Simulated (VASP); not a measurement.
# Al (Fm-3m) in VASP: notebook, part 2 of 2

VASP 6.6.1. The steps go on from the part before.

### Step 3. Single point, PBEsol

This run uses another cell than the first one, of 14.69 Å³/atom, 1.134 times its volume.

Input file INCAR:

```
ALGO = Fast ; EDIFF = 1E-6
ENCUT = 520 ; GGA = PS
ISIF = 2 ; ISMEAR = -1
LASPH = True ; LCHARG = False
LREAL = False ; LWAVE = False
NBANDS = 8 ; NELM = 100
PREC = Accurate ; SIGMA = 0.05
```

Input file KPOINTS:

```
k-points
0
Gamma
  11 11 11
```

Input file POSCAR:

```
Al
1.0
    0.0000000000      1.9440394823      1.9440394823
    1.9440394823      0.0000000000      1.9440394823
    1.9440394823      1.9440394823      0.0000000000
Al
1
Direct
    0.0000000000      0.0000000000      0.0000000000
```

Potentials or basis: VASP PAW PBE potentials, release 64 (Al).

Started as:

```console
$ cat potpaw_PBE.64/Al/POTCAR > POTCAR
$ mpirun -np 1 vasp_std > vasp.out
```

It took 13 s on 1 thread of AMD EPYC 7R13, shared host; peak memory 0.09 GiB.

It converged, with:

```yaml
Free_energy: -4.0577 eV
Pressure: 10.1 GPa
```

Levels at points of the mesh, in eV from the Fermi level:
```csv
k point,band 1,band 2,band 3,band 4
"(0.00, 0.00, 0.00)",-11.94,13.26,13.26,13.26
```

Caveat: the PAW data sets were made with another functional, which shifts forces and pressure a little.

### Step 4. Single point, PBEsol

This run uses another cell than the first one, of 13.70 Å³/atom, 1.057 times its volume.

Input file INCAR:

```
  PREC = Accurate
  ENCUT = 520
  EDIFF = 1E-7
  ISMEAR = -1
  SIGMA = 0.05
  LREAL = F
  LASPH = T
  NELM = 100
  ALGO = Normal
  ISIF = 2
  LWAVE = F
  LCHARG = F
  GGA = PS
  NBANDS = 8
```

Input file KPOINTS:

```
Automatic mesh
0
Gamma
  11 11 11
```

Input file POSCAR:

```
Al
1.0
    0.0000000000      1.8989386663      1.8989386663
    1.8989386663      0.0000000000      1.8989386663
    1.8989386663      1.8989386663      0.0000000000
Al
1
Direct
    0.0000000000      0.0000000000      0.0000000000
```

Potentials or basis: VASP PAW PBE potentials, release 64 (Al).

Started as:

```console
$ cat potpaw_PBE.64/Al/POTCAR > POTCAR
$ mpirun -np 1 vasp_std > vasp.out
```

OUTCAR:

```text
PREC = Accurate
   ENCUT = 520
   EDIFF = 1E-7
   ISMEAR = -1
   LREAL = F
   LASPH = T
   NELM = 100
   ISIF = 2
   GGA = PS

 ion  position               nearest neighbor table
   1  0.000  0.000  0.000-

  LATTYP: Found a face centered cubic cell.
 ALAT       =     3.7978773326

  Lattice vectors:

 A1 = (   0.0000000000,   1.8989386663,   1.8989386663)
 A2 = (   1.8989386663,   0.0000000000,   1.8989386663)
 A3 = (   1.8989386663,   1.8989386663,   0.0000000000)

Analysis of symmetry for initial positions (statically):
=====================================================================
 Subroutine PRICEL returns:
 Original cell was already a primitive cell.

 Routine SETGRP: Setting up the symmetry group for a
 face centered cubic supercell.

 Subroutine GETGRP returns: Found 48 space group operations
[... 9 lines left out ...]

 Routine SETGRP: Setting up the symmetry group for a
 face centered cubic supercell.

 Subroutine GETGRP returns: Found 48 space group operations
 (whereof 48 operations were pure point group operations)
[... 141 lines left out ...]
  ext. energy  EPLUGINS =         0.00000000
  ---------------------------------------------------
  free energy    TOTEN  =        -3.96508856 eV

  energy without entropy =       -3.96196275  energy(sigma->0) =       -3.96352566

 E-fermi :  10.0330     XC(G=0): -10.9567

 val. band max:        9.8340298843   @ k =  -0.4545   0.3636   0.0000
 cond. band min:      10.0596179138   @ k =   0.4545   0.1818   0.0909
 fundamental gap:      0.2255880295
 Fermi energy:        10.0330495685

 k-point     1 :       0.0000    0.0000    0.0000
  band No.  band energies     occupation
      1      -2.4466      2.00000
      2      23.7044      0.00000
      3      23.7044      0.00000
      4      23.7044      0.00000
      5      26.7261      0.00000
      6      26.7261      0.00000
      7      26.7261      0.00000
      8      27.9410      0.00000
[... 243 lines left out ...]
 k-point    24 :      -0.1818    0.1818    0.0000
  band No.  band energies     occupation
      1       0.2320      2.00000
      2      14.1304      0.00000
      3      16.1818      0.00000
      4      23.4424      0.00000
      5      25.7271      0.00000
      6      26.3387      0.00000
      7      28.5933      0.00000
      8      29.3818      0.00000

 [... further k-points ...]
[... 5 lines left out ...]
  --------------------------------------------------------------------------------------
  -------------------------------------------------------------------------------------
  Total        1.7228044      1.7228044      1.7228044      0.0000000      0.0000000     -0.0000000
  in kB      201.5504384    201.5504384    201.5504384      0.0000000      0.0000000     -0.0000000
  external PRESSURE =     201.5504384 kB  Pullay stress =       0.0000000 kB

 VOLUME and BASIS-vectors are now :
 -----------------------------------------------------------------------------
  energy-cutoff  :      520.00
  volume of cell :       13.70
      direct lattice vectors                 reciprocal lattice vectors
     0.000000000  1.898938666  1.898938666    -0.263304976  0.263304976  0.263304976
     1.898938666  0.000000000  1.898938666     0.263304976 -0.263304976  0.263304976
     1.898938666  1.898938666  0.000000000     0.263304976  0.263304976 -0.263304976

 POSITION                                       TOTAL-FORCE (eV/Angst)
 -----------------------------------------------------------------------------------
      0.00000      0.00000      0.00000         0.000000      0.000000      0.000000
 -----------------------------------------------------------------------------------
    total drift:                               -0.000000      0.000000      0.000000

  FREE ENERGIE OF THE ION-ELECTRON SYSTEM (eV)
  ---------------------------------------------------
  free  energy   TOTEN  =        -3.9650885577 eV

  energy  without entropy=       -3.9619627547  energy(sigma->0) =       -3.96352566
```

OSZICAR:

```text
N       E                     dE             d eps       ncg     rms          rms(c)
DAV:   1    -0.225230768329E+01   -0.22523E+01   -0.96469E+02   912   0.214E+02
DAV:   2    -0.399226942118E+01   -0.17400E+01   -0.17123E+01  1240   0.209E+01
DAV:   3    -0.399913840733E+01   -0.68690E-02   -0.68688E-02  1184   0.154E+00
DAV:   4    -0.399915109191E+01   -0.12685E-04   -0.12685E-04  1352   0.597E-02
DAV:   5    -0.399915110338E+01   -0.11477E-07   -0.11199E-07  1224   0.107E-03    0.180E+00
DAV:   6    -0.397875980327E+01    0.20391E-01   -0.12849E-03  1192   0.153E-01    0.101E+00
DAV:   7    -0.396511763969E+01    0.13642E-01   -0.37175E-03  1192   0.252E-01    0.224E-01
DAV:   8    -0.396508879627E+01    0.28843E-04   -0.22725E-05  1352   0.291E-02    0.462E-02
DAV:   9    -0.396508853954E+01    0.25673E-06   -0.14625E-07  1168   0.237E-03    0.656E-04
DAV:  10    -0.396508855774E+01   -0.18197E-07   -0.19237E-09  1216   0.333E-04
   1 F= -.39650886E+01 E0= -.39635257E+01  d E =-.312580E-02
```

Run time: 9 s. Hardware: 1 thread of AMD EPYC 7R13, shared host; peak memory 0.09 GiB.

What came out:

| Quantity | Value |
| --- | --- |
| Free energy | -3.9651 eV |
| Pressure | 20.2 GPa |

Levels at points of the mesh, in eV from the Fermi level:
| k point | band 1 | band 2 | band 3 | band 4 | band 5 | band 6 |
| --- | --- | --- | --- | --- | --- | --- |
| (0.00, 0.00, 0.00) | -12.48 | 13.67 | 13.67 | 13.67 | 16.69 | 16.69 |

Caveat: the PAW data sets were made with another functional, which shifts forces and pressure a little.

### Step 5. Summary

| cell | gap on the mesh (eV) | pressure (GPa) |
| --- | --- | --- |
| a = 2.636 Å, angles 60.0°, 1 atom | none | 30.2 |
| a = 2.749 Å, angles 60.0°, 1 atom | none | 10.1 |
| a = 2.686 Å, angles 60.0°, 1 atom | none | 20.2 |

Alike in all rows: task single point; level PBEsol; potentials or basis VASP PAW PBE potentials, release 64 (Al); no spin polarisation; k mesh 11 × 11 × 11; cutoff (eV) 520; smearing fermi-dirac 0.05 eV.

Caveats: the PAW data sets were made with another functional, which shifts forces and pressure a little.

Absolute energies hang on the potentials; compare differences alone.
